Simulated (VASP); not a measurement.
Write the native input for VASP 6.6.1 that does the following.

* Task: single point
* Functional: LDA
* Potentials or basis: VASP PAW LDA potentials, release 64 (Tc_pv)
* Cutoff: 520 eV
* k mesh: 9 × 9 × 5
* Occupations: methfessel-paxton, width 0.05 eV
* Spin: no spin polarisation
* Dipole correction: no
* Further INCAR settings: ALGO = Normal; EDIFF = 1e-06; NBANDS = 20

The structure of Tc lies in POSCAR:

```
Tc
1.0
    2.6393040250      0.0000000000      0.0000000000
   -1.3196520125      2.2857043339      0.0000000000
    0.0000000000      0.0000000000      4.2422752604
Tc
2
Direct
    0.3333333333      0.6666666667      0.2500000000
    0.6666666667      0.3333333333      0.7500000000
```

These files were run (other wordings do the same):

INCAR

```
SYSTEM = Tc
PREC = Accurate ; ENCUT = 520
EDIFF = 1E-6 ; ISMEAR = 1
SIGMA = 0.05 ; LREAL = .False.
LASPH = .True. ; NELM = 100
ALGO = Normal ; ISIF = 2
LWAVE = .False. ; LCHARG = .False.
GGA = CA ; NBANDS = 20
```

KPOINTS

```
regular mesh
0
Gamma
  9 9 5
  0 0 0
```

Potentials or basis: VASP PAW LDA potentials, release 64 (Tc_pv).

Command:

```bash
$ cat potpaw_LDA.64/Tc_pv/POTCAR > POTCAR
$ mpirun -np 1 vasp_std > vasp.out
```

It gave:

```json
{
 "Pressure": "30.2 GPa",
 "Band gap on the k mesh": "zero (band 13 reaches 15.77 eV, above the bottom of band 14 at 13.17 eV)"
}
```

It took 5.2 s on 1 thread of Intel(R) Xeon(R) 6975P-C (Granite Rapids) (shared host), peak memory 0.13 GiB.
